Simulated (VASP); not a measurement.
Here is a VASP 6.6.1 calculation.

File POSCAR:

```
Bi
1.0
    3.2521762864      0.0000000000      0.0000000000
    0.0000000000      3.2521762864      0.0000000000
    0.0000000000      0.0000000000      3.2521762864
Bi
1
Direct
    0.0000000000      0.0000000000      0.0000000000
```

The input INCAR.step1:

```
SYSTEM = Bi
PREC     = Accurate       ! precision mode
ENCUT    = 520            ! plane-wave cutoff, eV
EDIFF    = 1E-5           ! SCF threshold, eV
ISMEAR   = -1             ! smearing method
SIGMA    = 0.1            ! smearing width, eV
LREAL    = .False.        ! projectors in reciprocal space
LASPH    = .True.         ! aspherical terms in the spheres
NELM     = 100            ! most SCF steps
ALGO     = Normal         ! electronic algorithm
ISIF     = 2              ! what is computed and relaxed
LWAVE    = .True.         ! write WAVECAR
LCHARG   = .False.        ! write CHGCAR
NBANDS   = 14             ! bands
GGA      = PE             ! functional
```

INCAR.step2

```
SYSTEM = Bi
PREC     = Accurate       ! precision mode
ENCUT    = 520            ! plane-wave cutoff, eV
EDIFF    = 1E-6           ! SCF threshold, eV
ISMEAR   = -1             ! smearing method
SIGMA    = 0.1            ! smearing width, eV
LREAL    = .False.        ! projectors in reciprocal space
LASPH    = .True.         ! aspherical terms in the spheres
NELM     = 100            ! most SCF steps
ALGO     = Normal         ! electronic algorithm
ISIF     = 2              ! what is computed and relaxed
LWAVE    = .False.        ! write WAVECAR
LCHARG   = .False.        ! write CHGCAR
METAGGA  = R2SCAN         ! meta-GGA
LHFCALC  = .True.         ! exact exchange
AEXX     = 0.25           ! exact-exchange fraction
LMIXTAU  = .True.       
PRECFOCK = Normal       
NBANDS   = 14             ! bands
ISTART   = 1
```

File KPOINTS:

```
regular mesh
0
Gamma
  5 5 5
  0 0 0
```

Potentials or basis: VASP PAW PBE potentials, release 64 (Bi_d).

The run is started by

```console
$ cat potpaw_PBE.64/Bi_d/POTCAR > POTCAR
$ cp INCAR.step1 INCAR
$ mpirun -np 1 vasp_std > vasp.out
$ cp INCAR.step2 INCAR
$ mpirun -np 1 vasp_std > vasp.out
```

Q: Estimate the pressure.

A: -1.1 GPa.

Caveat: the k points lie up to 0.39 Å⁻¹ apart; the PAW data sets were made with another functional, which shifts forces and pressure a little.
